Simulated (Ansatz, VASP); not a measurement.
## RbMgH2: VASP beside Ansatz

The input INCAR:

```
PREC     = Accurate       # precision mode
ENCUT    = 520            # plane-wave cutoff, eV
EDIFF    = 1E-7           # SCF threshold, eV
ISMEAR   = 0              # smearing method
SIGMA    = 0.1            # smearing width, eV
LREAL    = False          # projectors in reciprocal space
LASPH    = True           # aspherical terms in the spheres
NELM     = 100            # most SCF steps
ALGO     = Normal         # electronic algorithm
ISIF     = 2              # what is computed and relaxed
LWAVE    = False          # write WAVECAR
LCHARG   = False          # write CHGCAR
GGA      = PE             # functional
NBANDS   = 14             # bands
```

File KPOINTS:

```
regular mesh
0
Gamma
  6 6 4
```

File POSCAR:

```
RbMgH2
1.0
    3.6178603200      0.0000000000      0.0000000000
   -1.8089301600      3.1331589400      0.0000000000
    0.0000000000      0.0000000000      5.6443766300
Rb Mg H
1 1 2
Direct
    0.0000000000      0.0000000000      0.0000000000
    0.0000000000      0.0000000000      0.5000000000
    0.3333333300      0.6666666700      0.0000000000
    0.6666666700      0.3333333300      0.0000000000
```

Input for Ansatz:

```yaml
crystal:
  lattice:
    - [3.61786032, 0.0, 0.0]
    - [-1.80893016, 3.13315894, 0.0]
    - [0.0, 0.0, 5.64437663]
  atoms:
    - { symbol: Rb, position: [0.0, 0.0, 0.0] }
    - { symbol: Mg, position: [0.0, 0.0, 0.5] }
    - { symbol: H, position: [0.33333333, 0.66666667, 0.0] }
    - { symbol: H, position: [0.66666667, 0.33333333, 0.0] }
basis:
  ecutwfc: 420
kpoints:
  mp_grid: { grid: [6, 6, 4] }
hamiltonian:
  xc: pbe
scf:
  occupations: { method: gaussian, width: 0.1 }
  lower_state_search: "off"
output:
  forces: true
  stress: true
  eigenvalues: true
```

Alike in both runs: task single point; functional PBE; k mesh 6 × 6 × 4; occupations gaussian, width 0.1 eV; no spin polarisation.

|  | VASP | Ansatz |
| --- | --- | --- |
| version | VASP 6.6.1 | Ansatz 0.2.0 |
| potentials or method | VASP PAW PBE potentials, release 64 (Rb_sv, Mg, H), cutoff 520 eV | scalar-relativistic, plane waves, PAW |
| valence electrons in the cell | 13 | 21 |

|  | VASP | Ansatz | Ansatz less VASP |
| --- | --- | --- | --- |
| gap on the k mesh at the Fermi level (eV) | none | none | - |
| pressure (GPa) | 16.3 | 15.9 | -0.41 |
| traceless stress, the component that is largest in VASP (GPa) | -3.39 | -2.93 | +0.458 |

A gap of «none» marks a metal or a gap that the smearing closes. VASP's potentials hold 13 valence electrons a cell and Ansatz's 21, so a difference there can come from the potentials and not from the codes.
